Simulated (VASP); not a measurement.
# VN in VASP: single point with PBEsol

Aim: the single point of VN with PBEsol.

All numbers are computed with VASP 6.6.1; they aren't measurements. Logs are shortened: lines on timing, memory, paths and dates and some standing lists are left out, and cuts for length are marked.

**1. The cell of the first run**

The cell holds a slab with vacuum, 6 atoms: a = 2.710 Å, b = 2.710 Å, c = 23.553 Å, α = 90.00°, β = 90.00°, γ = 120.00°.

**2. Single point, PBEsol**

File INCAR:

```
PREC     = Accurate       # precision mode
ENCUT    = 520            # plane-wave cutoff, eV
EDIFF    = 1E-6           # SCF threshold, eV
ISMEAR   = 0              # smearing method
SIGMA    = 0.1            # smearing width, eV
LREAL    = False          # projectors in reciprocal space
LASPH    = True           # aspherical terms in the spheres
NELM     = 60             # most SCF steps
ALGO     = Normal         # electronic algorithm
ISIF     = 2              # what is computed and relaxed
LWAVE    = False          # write WAVECAR
LCHARG   = True           # write CHGCAR
LDIPOL   = True         
IDIPOL   = 3            
DIPOL    = 0.5 0.5 0.500
GGA      = PS             # functional
LELF     = True           # ELF
LVHAR    = True         
LVACPOTAV= True         
NBANDS   = 36             # bands
```

File KPOINTS:

```
regular mesh
0
Gamma
  12 12 1
```

File POSCAR:

```
VN
1.0
    2.7103489753      0.0000000000      0.0000000000
   -1.3551744877      2.3472310657      0.0000000000
    0.0000000000      0.0000000000     23.5534074022
N V
3 3
Direct
    0.3333333333      0.6666666667      0.3608819673
    0.3333333333      0.6666666667      0.4721763935
    0.3333333333      0.6666666667      0.5836072700
    0.6666666667      0.3333333333      0.4165291804
    0.6666666667      0.3333333333      0.5275723826
    0.6666666667      0.3333333333      0.6375359965
```

Potentials or basis: VASP PAW PBE potentials, release 64 (N, V_sv).

Command:

```sh
> cat potpaw_PBE.64/N/POTCAR potpaw_PBE.64/V_sv/POTCAR > POTCAR
> mpirun -np 1 vasp_std > vasp.out
```

OUTCAR:

```text
PREC = Accurate
   ENCUT = 520
   EDIFF = 1E-6
   ISMEAR = 0
   LREAL = False
   LASPH = True
   NELM = 60
   ISIF = 2
   GGA = PS

 ion  position               nearest neighbor table
   1  0.333  0.667  0.361-   4 2.04   4 2.04   4 2.04
   2  0.333  0.667  0.472-   5 2.04   5 2.04   5 2.04   4 2.04   4 2.04   4 2.04
   3  0.333  0.667  0.584-   6 2.02   6 2.02   6 2.02   5 2.05   5 2.05   5 2.05
   4  0.667  0.333  0.417-   1 2.04   2 2.04   1 2.04   2 2.04   1 2.04   2 2.04   5 2.62
   5  0.667  0.333  0.528-   2 2.04   2 2.04   2 2.04   3 2.05   3 2.05   3 2.05   6 2.59   4 2.62

   6  0.667  0.333  0.638-   3 2.02   3 2.02   3 2.02   5 2.59

  LATTYP: Found a hexagonal cell.
 ALAT       =     2.7103489753
 C/A-ratio  =     8.6901751829

  Lattice vectors:

 A1 = (   2.7103489753,   0.0000000000,   0.0000000000)
 A2 = (  -1.3551744877,   2.3472310657,   0.0000000000)
 A3 = (   0.0000000000,   0.0000000000,  23.5534074022)

Analysis of symmetry for initial positions (statically):
=====================================================================
 Subroutine PRICEL returns:
 Original cell was already a primitive cell.

 Routine SETGRP: Setting up the symmetry group for a
 hexagonal supercell.

 Subroutine GETGRP returns: Found  6 space group operations
 (whereof  6 operations were pure point group operations)
 out of a pool of 24 trial point group operations.

The static configuration has the point symmetry C_3v.

Analysis of symmetry for dynamics (positions and initial velocities):
=====================================================================
 Subroutine PRICEL returns:
 Original cell was already a primitive cell.

 Routine SETGRP: Setting up the symmetry group for a
 hexagonal supercell.

 Subroutine GETGRP returns: Found  6 space group operations
 (whereof  6 operations were pure point group operations)
 out of a pool of 24 trial point group operations.

The dynamic configuration has the point symmetry C_3v.

 Subroutine INISYM returns: Found  6 space group operations
 (whereof  6 operations are pure point group operations),
 and found     1 'primitive' translations

----------------------------------------------------------------------------------------

                                     Primitive cell

  volume of cell :     149.8424

  direct lattice vectors                    reciprocal lattice vectors
     2.710348975  0.000000000  0.000000000     0.368956178  0.213016949  0.000000000
    -1.355174488  2.347231066  0.000000000     0.000000000  0.426033898  0.000000000
[... 95 lines left out ...]
   POTIM  = 0.5000    time-step for ionic-motion
   TEBEG  =    0.0;   TEEND  =   0.0 temperature during run
   PSTRESS=    0.0 pullay stress
   NELECT =      54.0000    total number of electrons
   NUPDOWN=      -1.0000    fix difference up-down
   EMIN   =  10.00;   EMAX   =-10.00  energy-range for DOS
   EFERMI =   0.00;   METHOD = LEGACY
   ISMEAR =     0;   SIGMA  =   0.10  broadening in eV -4-tet -1-fermi 0-gaus
   EFERMI_NEDOS =   21; number of points for ismear=-14 and -15
   IALGO  =     38    algorithm
   IMIX   =      4    mixing-type and parameters
     AMIX     =   0.40;   BMIX     =  1.00
     AMIX_MAG =   1.60;   BMIX_MAG =  1.00
  volume/ion in A,a.u.               =      24.97       168.53
  Fermi-wavevector in a.u.,A,eV,Ry     =   1.165005  2.201540 18.466328  1.357237
  Thomas-Fermi vector in A             =   2.301536
   LORBIT       =      0    0 simple, 1 ext, 2 COOP (PROOUT), +10 PAW based schemes
   GGA     = PS    functional components
   LHFCALC =     F    Hartree Fock is set to
   AEXX    =    0.0000 exact exchange contribution
   IVDW    =     0    specifies the selected vdW correction
   LEPSILON=     F    determine dielectric tensor
   LRPA    =     F    only Hartree local field effects (RPA)
 non-spin polarized calculation
 Gauss-broadening in eV      SIGMA  =   0.10
  energy-cutoff  :      520.00
  volume of cell :      149.84
 maximum number of plane-waves:      4089
   NGX = 11   NGY = 11   NGZ = 87

 dipolmoment           0.000000      0.000000      0.030033 electrons x Angstroem

 number of electron      54.0000007 magnetization

 dipolmoment           0.000000      0.000000     -0.082978 electrons x Angstroem

 Free energy of the ion-electron system (eV)
  ---------------------------------------------------
  ext. energy  EPLUGINS =         0.00000000
  ---------------------------------------------------
  free energy    TOTEN  =       -57.83396176 eV

  energy without entropy =      -57.80769620  energy(sigma->0) =      -57.82082898

 E-fermi :  -0.4578     XC(G=0):  -5.6383

 val. band max:       -0.4907413574   @ k =   0.0833  -0.0000   0.0000
 cond. band min:      -0.4483724405   @ k =   0.3333   0.1667   0.0000
 fundamental gap:      0.0423689169
 Fermi energy:        -0.4578222046

 k-point     1 :       0.0000    0.0000    0.0000
  band No.  band energies     occupation
      1     -64.7707      2.00000
      2     -64.5531      2.00000
      3     -64.3647      2.00000
      4     -39.0294      2.00000
      5     -38.5475      2.00000
      6     -38.3835      2.00000
[... 730 lines left out ...]
     35       2.8028      0.00000
     36       3.8873      0.00000

------------------------ aborting loop because EDIFF is reached ----------------------------------------

  FORCE on cell =-STRESS in cart. coord.  units (eV):
  Direction    XX          YY          ZZ          XY          YZ          ZX
  --------------------------------------------------------------------------------------
  -------------------------------------------------------------------------------------
  Total       -0.8756141     -0.8756141     -5.1923607      0.0000000      0.0000000     -0.0000000
  in kB       -9.3624290     -9.3624290    -55.5188723      0.0000000      0.0000000     -0.0000000
  external PRESSURE =     -24.7479101 kB  Pullay stress =       0.0000000 kB

 VOLUME and BASIS-vectors are now :
 -----------------------------------------------------------------------------
  energy-cutoff  :      520.00
  volume of cell :      149.84
      direct lattice vectors                 reciprocal lattice vectors
     2.710348975  0.000000000  0.000000000     0.368956178  0.213016949  0.000000000
    -1.355174488  2.347231066  0.000000000     0.000000000  0.426033898  0.000000000
     0.000000000  0.000000000 23.553407402     0.000000000  0.000000000  0.042456702

 POSITION                                       TOTAL-FORCE (eV/Angst)
 -----------------------------------------------------------------------------------
     -0.00000      1.56482      8.50000         0.000000     -0.000000      5.069892
     -0.00000      1.56482     11.12136        -0.000000      0.000000      0.952948
     -0.00000      1.56482     13.74594        -0.000000      0.000000      0.003736
      1.35517      0.78241      9.81068        -0.000000      0.000000     -6.070570
      1.35517      0.78241     12.42613         0.000000     -0.000000     -0.006627
      1.35517      0.78241     15.01615         0.000000     -0.000000      0.050620
 -----------------------------------------------------------------------------------
    total drift:                               -0.000002      0.000001      0.001458

  FREE ENERGIE OF THE ION-ELECTRON SYSTEM (eV)
  ---------------------------------------------------
  free  energy   TOTEN  =       -57.8339617638 eV

  energy  without entropy=      -57.8076962007  energy(sigma->0) =      -57.82082898

 vacuum level on the upper side and lower side of the slab         4.785         7.144
```

It took 9.5 min on 1 thread of Intel Xeon 6975P-C, shared host; peak memory 0.26 GiB.

What came out:

| Quantity | Value |
| --- | --- |
| Free energy | -57.8340 eV |
| Largest force | 6.071 eV/Å |
| Band gap on the k mesh | zero (band 27 reaches -0.14 eV, above the bottom of band 28 at -0.61 eV) |

Forces on the atoms (eV/Å):
```
N    0.000  0.000  5.070
N    0.000  0.000  0.953
N    0.000  0.000  0.004
V    0.000  0.000 -6.071
V    0.000  0.000 -0.007
V    0.000  0.000  0.051
```

Caveat: the PAW data sets were made with another functional, which shifts forces and pressure a little; the run has no spin polarisation, though such a crystal can be magnetic.
